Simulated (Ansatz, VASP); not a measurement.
# Two plane-wave programs on ZnF

INCAR

```
PREC = Accurate
ENCUT = 600
EDIFF = 1E-6
ISMEAR = 0
SIGMA = 0.1
LREAL = False
LASPH = True
NELM = 200
ALGO = Normal
ISIF = 2
LWAVE = False
LCHARG = True
ISPIN = 2
MAGMOM = 0 0 1 1
LORBIT = 11
GGA = PE
LELF = True
LVHAR = True
NBANDS = 31
GGA_COMPAT = False
```

File KPOINTS:

```
Automatic mesh
0
Gamma
  6 6 4
```

POSCAR

```
ZnF
1.0
    3.3956020530      0.0000000000      0.0000000000
   -1.6978010264      2.9406776390      0.0000000000
    0.0000000000      0.0000000000      5.4379395897
Zn F
2 2
Direct
    0.3333333333      0.6666666667      0.0000000000
    0.6666666667      0.3333333333      0.5000000000
    0.3333333333      0.6666666667      0.3821000000
    0.6666666667      0.3333333333      0.8821000000
```

Input for Ansatz:

```yaml
crystal:
  lattice:
    - [3.395602053, 0.0, 0.0]
    - [-1.6978010264, 2.940677639, 0.0]
    - [0.0, 0.0, 5.4379395897]
  atoms:
    - { symbol: Zn, position: [0.3333333333, 0.6666666667, 0.0] }
    - { symbol: Zn, position: [0.6666666667, 0.3333333333, 0.5] }
    - { symbol: F, position: [0.3333333333, 0.6666666667, 0.3821], spin: 1.0 }
    - { symbol: F, position: [0.6666666667, 0.3333333333, 0.8821], spin: 1.0 }
basis:
  ecutwfc: 420
kpoints:
  mp_grid: { grid: [6, 6, 4] }
hamiltonian:
  xc: pbe
scf:
  occupations: { method: gaussian, width: 0.1 }
  lower_state_search: "off"
output:
  forces: true
  stress: true
  eigenvalues: true
  populations: true
magnetization:
  spin_polarized: true
```

Alike in both runs: task single point; functional PBE; k mesh 6 × 6 × 4; occupations gaussian, width 0.1 eV; collinear spin.

|  | VASP | Ansatz |
| --- | --- | --- |
| version | VASP 6.6.1 | Ansatz 0.2.0 |
| potentials or method | VASP PAW PBE potentials, release 64 (Zn, F), cutoff 600 eV | scalar-relativistic, plane waves, PAW |
| valence electrons in the cell | 38 | 38 |

```csv
,VASP,Ansatz,Ansatz less VASP
gap on the k mesh at the Fermi level (eV),none,none,-
pressure (GPa),17.0,16.7,-0.29
"traceless stress, the component that is largest in VASP (GPa)",-0.34,-0.29,+0.047
rms of the force components (eV/Å),0.042,0.042,-0.0002
net moment per atom (μB),0.00,0.00,0.000
```

Atom by atom the forces differ by 0.000 eV/Å (rms over components). A gap of «none» marks a metal or a gap that the smearing closes. Ansatz's warnings: seeded moment not kept.
